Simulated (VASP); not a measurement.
Runs of VASP 6.6.1 on I. The structure is that of space group Immm (No. 71), or close to it. The cells are those of the table. 

```csv
task,level,potentials or basis,cell,cutoff (eV),gap on the mesh (eV),pressure (GPa),relaxed volume (Å³/atom)
single point,PBE,"VASP PAW PBE potentials, release 64 (I)","a = 5.124, b = 5.124, c = 2.915 Å, angles 106.9, 106.9, 118.2°, 1 atom",520,none,(a),-
single point,RPBE,"VASP PAW PBE potentials, release 64 (I)","a = 5.882, b = 5.882, c = 2.939 Å, angles 104.5, 104.5, 117.3°, 1 atom",520,none,0.0,-
relaxation of cell and atoms,PBEsol,"VASP PAW PBE potentials, release 64 (I)","relaxed from a = 4.492, b = 4.492, c = 2.880 Å, angles 108.5, 108.5, 111.2°, 1 atom",600,none,0.0,38.06
single point,BLYP,"VASP PAW PBE potentials, release 64 (I)","a = 7.601, b = 7.601, c = 2.981 Å, angles 101.5, 101.5, 124.8°, 1 atom",520,none,0.0,-
relaxation of cell and atoms,RPBE,"VASP PAW PBE potentials, release 64 (I)","relaxed from a = 4.492, b = 4.492, c = 2.880 Å, angles 108.5, 108.5, 111.2°, 1 atom",600,none,0.0,77.95
relaxation of cell and atoms,PBE,"VASP PAW PBE potentials, release 64 (I)","relaxed from a = 4.492, b = 4.492, c = 2.880 Å, angles 108.5, 108.5, 111.2°, 1 atom",600,none,0.0,55.53
relaxation of cell and atoms,LDA,"VASP PAW LDA potentials, release 64 (I)","relaxed from a = 4.492, b = 4.492, c = 2.880 Å, angles 108.5, 108.5, 111.2°, 1 atom",600,none,0.0,(b)
single point,revPBE,"VASP PAW PBE potentials, release 64 (I)","a = 6.594, b = 6.594, c = 2.933 Å, angles 102.9, 102.9, 119.6°, 1 atom",520,none,0.0,-
```

Alike in all rows: no spin polarisation; k mesh 7 × 7 × 11; smearing fermi-dirac 0.05 eV.

Task: Estimate the missing entries.

Result: (a) -0.1; (b) 35.49.

Caveats: spin-orbit coupling is left out, which moves the levels of the heavy elements; an odd number of electrons without spin polarisation forces a metal; a magnetic or distorted state may lie lower; the PAW data sets were made with another functional, which shifts forces and pressure a little (at least some runs); the volume moved by over 15 % at a fixed basis, so the end points are rough (at least some runs).

A k mesh can miss the band edges, and the runs leave out spin-orbit coupling on I.

A gap of «none» marks levels without a gap at the run's occupations.
